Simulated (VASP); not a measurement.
Input of a VASP 6.6.1 run:

The input INCAR:

```
  PREC = Accurate
  ENCUT = 520
  EDIFF = 1E-6
  ISMEAR = 0
  SIGMA = 0.02
  LREAL = F
  LASPH = T
  NELM = 60
  ALGO = Normal
  ISIF = 2
  LWAVE = F
  LCHARG = F
  GGA = PE
  NBANDS = 26
```

Contents of KPOINTS:

```
regular mesh
0
Gamma
  12 12 4
```

The input POSCAR:

```
MgO
1.0
    2.9819920370      0.0000000000      0.0000000000
   -1.4909960185      2.5824808579      0.0000000000
    0.0000000000      0.0000000000     10.0777084887
Mg O
4 4
Direct
    0.6666666667      0.3333333333      0.8780532827
    0.3333333333      0.6666666667      0.1219467173
    0.3333333333      0.6666666667      0.3780532827
    0.6666666667      0.3333333333      0.6219467173
    0.0000000000      0.0000000000      0.0000000000
    0.0000000000      0.0000000000      0.5000000000
    0.6666666667      0.3333333333      0.2500000000
    0.3333333333      0.6666666667      0.7500000000
```

Potentials or basis: VASP PAW PBE potentials, release 64 (Mg, O).

Run with:

```sh
$ cat potpaw_PBE.64/Mg/POTCAR potpaw_PBE.64/O/POTCAR > POTCAR
$ mpirun -np 1 vasp_std > vasp.out
```

Question: Estimate the largest force.

Answer: 0.003 eV/Å.

Question: What does it give for the band gap on the k mesh?

Answer: 4.15 eV, direct.

Forces in eV/Å, atoms in the order of the input:
```
Mg   0.000  0.000  0.003
Mg   0.000  0.000 -0.003
Mg   0.000  0.000  0.003
Mg   0.000  0.000 -0.003
O    0.000  0.000  0.000
O    0.000  0.000  0.000
O    0.000  0.000  0.000
O    0.000  0.000  0.000
```

A k mesh can miss the band edges.
